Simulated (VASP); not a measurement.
# Si (a cell with a defect) in VASP: single point with PBE

Aim: the single point of Si (a cell with a defect) with PBE.

Everything below comes from runs of VASP 6.6.1. Logs are shortened: lines on timing, memory, paths and dates and some standing lists are left out, and cuts for length are marked.

## Step 1: The cell of the first run

The cell holds a defect, 15 atoms: a = 7.736 Å, b = 7.736 Å, c = 7.736 Å, α = 60.00°, β = 60.00°, γ = 60.00°.

## Step 2: Single point, PBE

Contents of INCAR:

```
ALGO = Normal
EDIFF = 1E-6
ENCUT = 520
GGA = PE
ISIF = 2
ISMEAR = 0
LASPH = T
LCHARG = F
LREAL = Auto
LWAVE = F
NBANDS = 43
NELM = 80
PREC = Accurate
SIGMA = 0.02
```

Contents of KPOINTS:

```
k-points
0
Gamma
  2 2 2
```

Contents of POSCAR:

```
Si
1.0
    0.0000000000      5.4700937548     -5.4700937548
    5.4700937548      5.4700937548      0.0000000000
    5.4700937548      0.0000000000     -5.4700937548
Si
15
Direct
    0.1874999856     -0.0624999342      0.1874999856
    0.1244713584      0.6330237022      0.1244711755
    0.6249463269      0.1240755699      0.1260316607
    0.6180337397      0.6330237936      0.1244712670
    0.1260315693      0.1240756613      0.6249464183
    0.1244713584      0.6330238850      0.6180334655
    0.6249463269      0.1240755699      0.6249465097
    0.6247598585      0.6257207195      0.6247596756
    0.2505287042      0.2419761999      0.2505288870
    0.7500536890      0.7509244236      0.2489683104
    0.7569661848      0.2419761085      0.2505287956
    0.2489684018      0.7509243322      0.7500535976
    0.2505287042      0.2419760171      0.7569664590
    0.7500536890      0.7509244236      0.7500535062
    0.7502401575      0.2492792740      0.7502403403
```

Potentials or basis: VASP PAW PBE potentials, release 64 (Si).

Command:

```console
$ cat potpaw_PBE.64/Si/POTCAR > POTCAR
$ mpirun -np 1 vasp_std > vasp.out
```

OUTCAR:

```text
EDIFF = 1E-6
   ENCUT = 520
   GGA = PE
   ISIF = 2
   ISMEAR = 0
   LASPH = T
   LREAL = Auto
   NELM = 80
   PREC = Accurate

 ion  position               nearest neighbor table
   1  0.187  0.938  0.187-  13 2.93   6 2.93   9 2.93  11 2.93   4 2.93   2 2.93
   2  0.124  0.633  0.124-  12 2.37  10 2.37   9 2.47   1 2.93
   3  0.625  0.124  0.126-  10 2.36  11 2.37   9 2.37  15 2.37
   4  0.618  0.633  0.124-  10 2.37  14 2.37  11 2.47   1 2.93
   5  0.126  0.124  0.625-  12 2.36   9 2.37  13 2.37  15 2.37
   6  0.124  0.633  0.618-  12 2.37  14 2.37  13 2.47   1 2.93
   7  0.625  0.124  0.625-  14 2.36  13 2.37  11 2.37  15 2.37
   8  0.625  0.626  0.625-  14 2.37  10 2.37  12 2.37  15 2.38
   9  0.251  0.242  0.251-   5 2.37   3 2.37   2 2.47   1 2.93
  10  0.750  0.751  0.249-   3 2.36   4 2.37   2 2.37   8 2.37
  11  0.757  0.242  0.251-   3 2.37   7 2.37   4 2.47   1 2.93
  12  0.249  0.751  0.750-   5 2.36   2 2.37   6 2.37   8 2.37
  13  0.251  0.242  0.757-   5 2.37   7 2.37   6 2.47   1 2.93
  14  0.750  0.751  0.750-   7 2.36   6 2.37   4 2.37   8 2.37
  15  0.750  0.249  0.750-   3 2.37   7 2.37   5 2.37   8 2.38

  LATTYP: Found a face centered cubic cell.
 ALAT       =    10.9401875096

  Lattice vectors:

 A1 = (   0.0000000000,   5.4700937548,  -5.4700937548)
 A2 = (   5.4700937548,   5.4700937548,   0.0000000000)
 A3 = (   5.4700937548,   0.0000000000,  -5.4700937548)

Analysis of symmetry for initial positions (statically):
=====================================================================
 Subroutine PRICEL returns:
 Original cell was already a primitive cell.

 Routine SETGRP: Setting up the symmetry group for a
 face centered cubic supercell.

 Subroutine GETGRP returns: Found 12 space group operations
 (whereof  2 operations were pure point group operations)
 out of a pool of 48 trial point group operations.

The static configuration has the point symmetry C_1h.
 The point group associated with its full space group is D_3d.

Analysis of symmetry for dynamics (positions and initial velocities):
=====================================================================
 Subroutine PRICEL returns:
 Original cell was already a primitive cell.

 Routine SETGRP: Setting up the symmetry group for a
 face centered cubic supercell.

 Subroutine GETGRP returns: Found 12 space group operations
 (whereof  2 operations were pure point group operations)
 out of a pool of 48 trial point group operations.

The dynamic configuration has the point symmetry C_1h.
 The point group associated with its full space group is D_3d.

 Subroutine INISYM returns: Found 12 space group operations
 (whereof  2 operations are pure point group operations),
 and found     1 'primitive' translations

----------------------------------------------------------------------------------------

                                     Primitive cell

  volume of cell :     327.3515

  direct lattice vectors                    reciprocal lattice vectors
     0.000000000  5.470093755 -5.470093755    -0.091406112  0.091406112 -0.091406112
     5.470093755  5.470093755  0.000000000     0.091406112  0.091406112  0.091406112
     5.470093755  0.000000000 -5.470093755     0.091406112 -0.091406112 -0.091406112

  length of vectors
     7.735880775  7.735880775  7.735880775     0.158320029  0.158320029  0.158320029

  position of ions in fractional coordinates (direct lattice)
     0.187499986  0.937500066  0.187499986
     0.124471358  0.633023702  0.124471175
     0.624946327  0.124075570  0.126031661
     0.618033740  0.633023794  0.124471267
     0.126031569  0.124075661  0.624946418
     0.124471358  0.633023885  0.618033465
     0.624946327  0.124075570  0.624946510
     0.624759858  0.625720720  0.624759676
     0.250528704  0.241976200  0.250528887
     0.750053689  0.750924424  0.248968310
     0.756966185  0.241976108  0.250528796
     0.248968402  0.750924332  0.750053598
     0.250528704  0.241976017  0.756966459
     0.750053689  0.750924424  0.750053506
     0.750240158  0.249279274  0.750240340

  ion indices of the primitive-cell ions
   primitive index   ion index
                 1           1
                 2           2
                 3           3
                 4           4
                 5           5
                 6           6
                 7           7
                 8           8
                 9           9
                10          10
                11          11
                12          12
                13          13
                14          14
                15          15

----------------------------------------------------------------------------------------

 KPOINTS: k-points

Automatic generation of k-mesh.
 Grid dimensions read from file:
 generate k-points for:    2    2    2

 Generating k-lattice:

  Cartesian coordinates                     Fractional coordinates (reciprocal lattice)
    -0.045703056  0.045703056 -0.045703056     0.500000000  0.000000000  0.000000000
     0.045703056  0.045703056  0.045703056     0.000000000  0.500000000  0.000000000
     0.045703056 -0.045703056 -0.045703056     0.000000000  0.000000000  0.500000000

  Length of vectors
     0.079160015  0.079160015  0.079160015

  Shift w.r.t. Gamma in fractional coordinates (k-lattice)
     0.000000000  0.000000000  0.000000000

 Subroutine IBZKPT returns following result:
 ===========================================

 Found      4 irreducible k-points:

 Following reciprocal coordinates:
            Coordinates               Weight
  0.000000  0.000000  0.000000      1.000000
  0.500000  0.000000  0.000000      3.000000
  0.000000  0.500000  0.000000      1.000000
  0.500000  0.500000  0.000000      3.000000
   k-points           NKPTS =      4   k-points in BZ     NKDIM =      4   number of bands    NBANDS=     43
   number of dos      NEDOS =    301   number of ions     NIONS =     15
   total plane-waves  NPLWV = 216000
   dimension x,y,z NGX =    60 NGY =   60 NGZ =   60
   dimension x,y,z NGXF=   120 NGYF=  120 NGZF=  120
   ions per type =              15
   NGX,Y,Z   is equivalent  to a cutoff of  12.89, 12.89, 12.89 a.u.
   NGXF,Y,Z  is equivalent  to a cutoff of  25.79, 25.79, 25.79 a.u.
 SYSTEM =  unknown system
   PREC   = accura    normal or accurate (medium, high low for compatibility)
   ISTART =      0    job   : 0-new  1-cont  2-samecut
   ICHARG =      2    charge: 1-file 2-atom 10-const
   ISPIN  =      1    spin polarized calculation?
   LNONCOLLINEAR =      F non collinear calculations
   LSORBIT =      F    spin-orbit coupling
   LASPH  =      T    aspherical Exc in radial PAW
   ENCUT  =  520.0 eV  38.22 Ry    6.18 a.u.  14.38 14.38 14.38*2*pi/ulx,y,z
   NELM   =     80;   NELMIN=  2; NELMDL= -5     # of ELM steps
   EDIFF  = 0.1E-05   stopping-criterion for ELM
   LREAL  =      T    real-space projection
   EDIFFG = 0.1E-04   stopping-criterion for IOM
   NSW    =      0    number of steps for IOM
   IBRION =     -1    ionic relax: 0-MD 1-quasi-New 2-CG
   NFREE  =      0    steps in history (QN), initial steepest desc. (CG)
   ISIF   =      2    stress and relaxation
   ISYM   =      2    0-nonsym 1-usesym 2-fastsym
   POTIM  = 0.5000    time-step for ionic-motion
   TEBEG  =    0.0;   TEEND  =   0.0 temperature during run
   PSTRESS=    0.0 pullay stress
   NELECT =      60.0000    total number of electrons
   NUPDOWN=      -1.0000    fix difference up-down
   EMIN   =  10.00;   EMAX   =-10.00  energy-range for DOS
   EFERMI =   0.00;   METHOD = LEGACY
   ISMEAR =     0;   SIGMA  =   0.02  broadening in eV -4-tet -1-fermi 0-gaus
   EFERMI_NEDOS =   21; number of points for ismear=-14 and -15
   IALGO  =     38    algorithm
   IMIX   =      4    mixing-type and parameters
     AMIX     =   0.40;   BMIX     =  1.00
     AMIX_MAG =   1.60;   BMIX_MAG =  1.00
  volume/ion in A,a.u.               =      21.82       147.27
  Fermi-wavevector in a.u.,A,eV,Ry     =   0.929938  1.757327 11.766100  0.864784
  Thomas-Fermi vector in A             =   2.056273
   LORBIT       =      0    0 simple, 1 ext, 2 COOP (PROOUT), +10 PAW based schemes
   GGA     = PE    functional components
   LHFCALC =     F    Hartree Fock is set to
   AEXX    =    0.0000 exact exchange contribution
   IVDW    =     0    specifies the selected vdW correction
   LEPSILON=     F    determine dielectric tensor
   LRPA    =     F    only Hartree local field effects (RPA)
 non-spin polarized calculation
 Gauss-broadening in eV      SIGMA  =   0.02
  energy-cutoff  :      520.00
  volume of cell :      327.35
 maximum number of plane-waves:      8824
 NGX is ok and might be reduce to    60
   NGX = 29   NGY = 29   NGZ = 29

 number of electron      60.0000005 magnetization

 Free energy of the ion-electron system (eV)
  ---------------------------------------------------
  ext. energy  EPLUGINS =         0.00000000
  ---------------------------------------------------
  free energy    TOTEN  =       -76.69440396 eV

  energy without entropy =      -76.68938525  energy(sigma->0) =      -76.69189460

 E-fermi :   5.0836     XC(G=0):  -9.1295

 val. band max:        5.0630281571   @ k =   0.0000   0.5000   0.0000
 cond. band min:       5.0879004530   @ k =   0.5000   0.5000   0.0000
 fundamental gap:      0.0248722959
 Fermi energy:         5.0836411304

 k-point     1 :       0.0000    0.0000    0.0000
  band No.  band energies     occupation
      1      -6.4660      2.00000
      2      -4.3557      2.00000
      3      -4.3557      2.00000
      4      -4.1812      2.00000
      5      -3.6851      2.00000
      6      -2.6008      2.00000
[... 169 lines left out ...]
     41       9.3395      0.00000
     42       9.4041      0.00000
 [bands above 42 left out]

------------------------ aborting loop because EDIFF is reached ----------------------------------------

  FORCE on cell =-STRESS in cart. coord.  units (eV):
  Direction    XX          YY          ZZ          XY          YZ          ZX
  --------------------------------------------------------------------------------------
  -------------------------------------------------------------------------------------
  Total       -7.4108888     -7.4108888     -7.4108888     -3.2868021     -3.2868021     -3.2868021
  in kB      -36.2715884    -36.2715884    -36.2715884    -16.0868063    -16.0868063    -16.0868063
  external PRESSURE =     -36.2715884 kB  Pullay stress =       0.0000000 kB

 VOLUME and BASIS-vectors are now :
 -----------------------------------------------------------------------------
  energy-cutoff  :      520.00
  volume of cell :      327.35
      direct lattice vectors                 reciprocal lattice vectors
     0.000000000  5.470093755 -5.470093755    -0.091406112  0.091406112 -0.091406112
     5.470093755  5.470093755  0.000000000     0.091406112  0.091406112  0.091406112
     5.470093755  0.000000000 -5.470093755     0.091406112 -0.091406112 -0.091406112

 POSITION                                       TOTAL-FORCE (eV/Angst)
 -----------------------------------------------------------------------------------
      6.15386      6.15386     -2.05129         0.000000      0.000000      0.000000
      4.14357      4.14357     -1.36174        -0.001980     -0.001980      0.004998
      1.36811      4.09722     -4.10792        -0.009610      0.005768      0.005768
      4.14357      6.84340     -4.06157        -0.001980      0.004998     -0.001980
      4.09722      1.36811     -4.10792         0.005768     -0.009610      0.005768
      6.84340      4.14357     -4.06157         0.004998     -0.001980     -0.001980
      4.09722      4.09722     -6.83703         0.005768      0.005768     -0.009610
      6.84024      6.84025     -6.83499        -0.005957     -0.005957     -0.005957
      2.69405      2.69405     -2.74083         0.001980      0.001980     -0.004998
      5.46951      8.21049     -5.46474         0.009610     -0.005768     -0.005768
      2.69405      5.46431     -5.51109         0.001980     -0.004998      0.001980
      8.21049      5.46951     -5.46474        -0.005768      0.009610     -0.005768
      5.46431      2.69405     -5.51109        -0.004998      0.001980      0.001980
      8.21049      8.21049     -8.20573        -0.005768     -0.005768      0.009610
      5.46747      5.46747     -8.20777         0.005957      0.005957      0.005957
 -----------------------------------------------------------------------------------
    total drift:                               -0.000127     -0.000178      0.000205

  FREE ENERGIE OF THE ION-ELECTRON SYSTEM (eV)
  ---------------------------------------------------
  free  energy   TOTEN  =       -76.6944039552 eV

  energy  without entropy=      -76.6893852488  energy(sigma->0) =      -76.69189460
```

It took 52 s on 1 thread of Intel Xeon 6975P-C (Granite Rapids), shared host; peak memory 0.44 GiB.

What came out:

```
Free energy            : -76.6944 eV
Pressure               : -3.6 GPa
Largest force          : 0.013 eV/Å
Band gap on the k mesh : zero (band 30 reaches 5.74 eV, above the bottom of band 31 at 5.09 eV)
```

Forces in eV/Å, atoms in the order of the input:
```
Si   0.000  0.000  0.000
Si  -0.002 -0.002  0.005
Si  -0.010  0.006  0.006
Si  -0.002  0.005 -0.002
Si   0.006 -0.010  0.006
Si   0.005 -0.002 -0.002
Si   0.006  0.006 -0.010
Si  -0.006 -0.006 -0.006
Si   0.002  0.002 -0.005
Si   0.010 -0.006 -0.006
Si   0.002 -0.005  0.002
Si  -0.006  0.010 -0.006
Si  -0.005  0.002  0.002
Si  -0.006 -0.006  0.010
Si   0.006  0.006  0.006
```

Stress tensor (GPa, compression positive):
```
-3.63 -1.61 -1.61
-1.61 -3.63 -1.61
-1.61 -1.61 -3.63
```

Caveat: the k points lie up to 0.50 Å⁻¹ apart.
